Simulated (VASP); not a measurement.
Here is a VASP 6.6.1 calculation.

INCAR

```
PREC = Accurate ; ENCUT = 520
EDIFF = 1E-6 ; ISMEAR = 0
SIGMA = 0.15 ; LREAL = False
LASPH = True ; NELM = 80
ALGO = Fast ; ISIF = 2
LWAVE = False ; LCHARG = False
GGA = PS ; NBANDS = 21
```

File KPOINTS:

```
Automatic mesh
0
Gamma
  18 18 10
```

The input POSCAR:

```
Ru
1.0
    2.6896847532      0.0000000000      0.0000000000
   -1.3448423766      2.3293353245      0.0000000000
    0.0000000000      0.0000000000      4.2523798378
Ru
2
Direct
    0.3013097961      0.7067210114      0.2500000000
    0.6986902039      0.2932789886      0.7500000000
```

Potentials or basis: VASP PAW PBE potentials, release 64 (Ru_pv).

Run with:

```console
$ cat potpaw_PBE.64/Ru_pv/POTCAR > POTCAR
$ mpirun -np 1 vasp_std > vasp.out
```

**Question.** What does it give for the pressure?

**Answer.** 5.1 GPa.

**Question.** Predict the largest force.

**Answer.** 2.484 eV/Å.

Forces on the atoms (eV/Å):
```
Ru   2.089 -1.343  0.000
Ru  -2.089  1.343  0.000
```

Caveat: the cell differs from its parent crystal (atoms displaced along several vibrational modes); the stress differs along the axes, from -2 to 13 GPa; the PAW data sets were made with another functional, which shifts forces and pressure a little.
